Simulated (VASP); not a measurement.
An input for VASP 6.6.1 (Br):

File INCAR:

```
SYSTEM = Br
PREC = Accurate
ENCUT = 520
EDIFF = 1E-7
ISMEAR = 0
SIGMA = 0.1
LREAL = .False.
LASPH = .True.
NELM = 100
ALGO = Normal
ISIF = 2
LWAVE = .False.
LCHARG = .False.
GGA = PS
NBANDS = 18
```

The input KPOINTS:

```
regular mesh
0
Gamma
  6 6 4
  0 0 0
```

Contents of POSCAR:

```
Br
1.0
    4.1870918572      0.0000000001      0.0000000000
   -2.0935459287      3.6261279163      0.0000000000
    0.0000000000      0.0000000000      5.4245328803
Br
3
Direct
    0.3333319367      0.0000000000      0.3333333333
    0.0000000000      0.3333319367      0.6666666667
    0.6666680633      0.6666680633      0.0000000000
```

Potentials or basis: VASP PAW PBE potentials, release 64 (Br).

Launch:

```sh
$ cat potpaw_PBE.64/Br/POTCAR > POTCAR
$ mpirun -np 1 vasp_std > vasp.out
```

How does this run end?

The run stopped without a result. It printed:

OUTCAR:

```text
SYSTEM = Br
   PREC = Accurate
   ENCUT = 520
   EDIFF = 1E-7
   ISMEAR = 0
   LREAL = .False.
   LASPH = .True.
   NELM = 100
   ISIF = 2
   GGA = PS
[... 71 lines left out ...]
|     E        R     R  R     R  O     O  R     R     ###     ###     ###     |
|     EEEEE    RRRRRR   RRRRRR   O     O  RRRRRR       #       #       #      |
|     E        R   R    R   R    O     O  R   R                               |
|     E        R    R   R    R   O     O  R    R      ###     ###     ###     |
|     EEEEEEE  R     R  R     R  OOOOOOO  R     R     ###     ###     ###     |
|                                                                             |
|     VERY BAD NEWS! internal error in subroutine POSMAP: symmetry            |
|     equivalent atom not found, you might try decreasing or increasing       |
|     SYMPREC by an order of magnitude. 1                                     |
|                                                                             |
|       ---->  I REFUSE TO CONTINUE WITH THIS SICK JOB ... BYE!!! <----       |
|                                                                             |
 -----------------------------------------------------------------------------
```

On the terminal:

```text
POSCAR found type information on POSCAR Br
 POSCAR found :  1 types and       3 ions
[... 27 lines left out ...]

1
```
